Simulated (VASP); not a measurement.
# H4C: single point with r2SCAN+D3(BJ)

The system is H4C.

```
C H
1.0
     7.38766    0.00000    0.00000
     0.00000    7.38766    0.00000
     0.00000    0.00000    7.38766
C H
8 32
Direct
  0.42892 0.29788 0.69575
  0.76308 0.44758 0.10245
  0.01439 0.98266 0.01177
  0.61466 0.79990 0.75755
  0.22573 0.62531 0.94699
  0.26831 0.25970 0.23106
  0.45221 0.83715 0.31517
  0.90320 0.32753 0.54093
  0.31080 0.29732 0.59275
  0.47910 0.43654 0.71024
  0.53139 0.18807 0.66584
  0.36432 0.28319 0.82918
  0.85893 0.54840 0.09379
  0.62196 0.47989 0.14378
  0.82435 0.33920 0.17980
  0.75288 0.39558 0.96284
  0.95671 0.88452 0.93610
  0.93702 0.01592 0.14197
  0.04110 0.11162 0.93296
  0.15770 0.96566 0.08807
  0.66250 0.93028 0.79408
  0.58848 0.72961 0.87316
  0.71837 0.71402 0.68893
  0.48873 0.80513 0.66561
  0.26693 0.76074 0.92103
  0.34256 0.52260 0.97382
  0.15437 0.57604 0.82842
  0.13471 0.61922 0.06736
  0.33020 0.39761 0.22240
  0.24335 0.22436 0.36089
  0.34899 0.16729 0.15698
  0.14026 0.27101 0.17460
  0.52946 0.95880 0.37771
  0.32116 0.83407 0.40060
  0.52695 0.70706 0.33664
  0.43589 0.84999 0.17045
  0.99554 0.44129 0.56219
  0.91302 0.24584 0.64946
  0.94839 0.26742 0.41638
  0.75309 0.36738 0.52730
```

| Property | Result |
| --- | --- |
| Program | VASP 6.6.1 |
| Task | single point |
| Functional | r2SCAN |
| Dispersion | D3(BJ) |
| Potentials or basis | VASP PAW PBE potentials, release 64 (C, H) |
| Cutoff | 580 eV |
| k mesh | 1 × 1 × 1 |
| Occupations | fermi-dirac, width 0.02 eV |
| Spin | no spin polarisation |
| Dipole correction | no |
| Further INCAR settings | LREAL = Auto; ALGO = Normal; EDIFF = 1e-06; NBANDS = 58 |

- Pressure: 0.0 GPa
- Largest force: 7.244 eV/Å
- Band gap on the k mesh: 7.16 eV
- Dispersion energy per atom: -0.017 eV

Forces in eV/Å, atoms in the order of the input:
```
C   -1.420 -0.316 -0.438
C   -1.817 -2.183 -1.058
C    3.463  4.522  4.477
C   -0.414 -0.461 -3.523
C    0.608 -2.425  1.087
C    1.472  2.531 -1.725
C    0.197  0.458  2.354
C   -1.701  2.741 -2.398
H    1.714 -0.002  1.240
H    0.470 -0.297 -0.663
H   -0.929  1.212  0.320
H    0.220 -0.727 -0.287
H    1.002  2.215  0.255
H    1.122  0.140  0.132
H   -0.375 -0.137  0.278
H   -0.099  0.004  0.212
H   -0.854 -2.550 -1.510
H    0.001 -0.166 -1.654
H   -0.690 -1.037  0.563
H   -2.355 -0.647 -1.934
H    0.414  0.889 -0.102
H   -0.903 -1.340  2.469
H   -0.336  0.861  0.037
H    1.496  0.054  1.228
H    0.535  0.489  0.034
H   -1.385  1.797 -0.436
H   -0.235 -0.134 -0.099
H    0.530  0.175 -0.759
H   -0.280 -0.904  0.374
H    0.042 -1.034  2.938
H    0.546 -0.685 -0.307
H   -1.645  0.171 -1.236
H   -0.604 -1.605 -1.047
H    1.209 -0.143 -1.474
H   -0.329  0.938  0.197
H   -0.424  0.344 -0.062
H   -0.482  0.285  0.033
H    0.383 -2.402  2.601
H   -0.070 -0.563 -0.136
H    1.922 -0.068  0.016
```

Stress tensor (GPa, compression positive):
```
-3.03  1.54 -0.23
 1.54  1.36 -1.22
-0.23 -1.22  1.71
```

Levels at points of the mesh, in eV from the valence-band top:
```tsv
k point	band 29	band 30	band 31	band 32	band 33	band 34	band 35	band 36
(0.00, 0.00, 0.00)	-0.85	-0.77	-0.61	0.00	7.16	9.15	9.38	9.47
```

Wall time 3.8 min on 1 thread of Intel(R) Xeon(R) Platinum 8488C (Sapphire Rapids), with other jobs on the host, peak memory 0.52 GiB.

Caveat: the k points lie up to 0.85 Å⁻¹ apart, too coarse for converged energies, forces and pressures; the atoms stand as in a frame of molecular dynamics; the PAW data sets were made with another functional, which shifts forces and pressure a little.
